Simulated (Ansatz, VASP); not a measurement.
# MgF2: VASP beside Ansatz

```
CELL_PARAMETERS angstrom
4.62500 0.00000 0.00000
0.00000 4.62500 0.00000
0.00000 0.00000 3.05200
ATOMIC_POSITIONS crystal
Mg 0.00000 0.00000 0.00000
Mg 0.50000 0.50000 0.50000
F 0.30300 0.30300 0.00000
F 0.19700 0.80300 0.50000
F 0.69700 0.69700 0.00000
F 0.80300 0.19700 0.50000
```

Alike in both runs: task relaxation of the atoms; functional PBE; k mesh 4 × 4 × 6; occupations fermi-dirac, width 0.02 eV; no spin polarisation.

|  | VASP | Ansatz |
| --- | --- | --- |
| version | VASP 6.6.1 | Ansatz 0.2.0 |
| potentials or method | VASP PAW PBE potentials, release 64 (Mg, F) | plane-wave PAW, scalar-relativistic |
| plane-wave cutoff (eV) | 520 | 420 |
| valence electrons in the cell | 32 | 48 |

VASP gave:

| Quantity | Value |
| --- | --- |
| gap on the k mesh at the Fermi level, each at its own relaxed structure (eV) | 7.09 |

Question: Which values does Ansatz return?

Answer: gap on the k mesh at the Fermi level, each at its own relaxed structure (eV): 7.13.

VASP's potentials hold 32 valence electrons a cell and Ansatz's 48, so a difference there can come from the potentials and not from the codes. Ansatz's warnings: stress scf threshold loose.
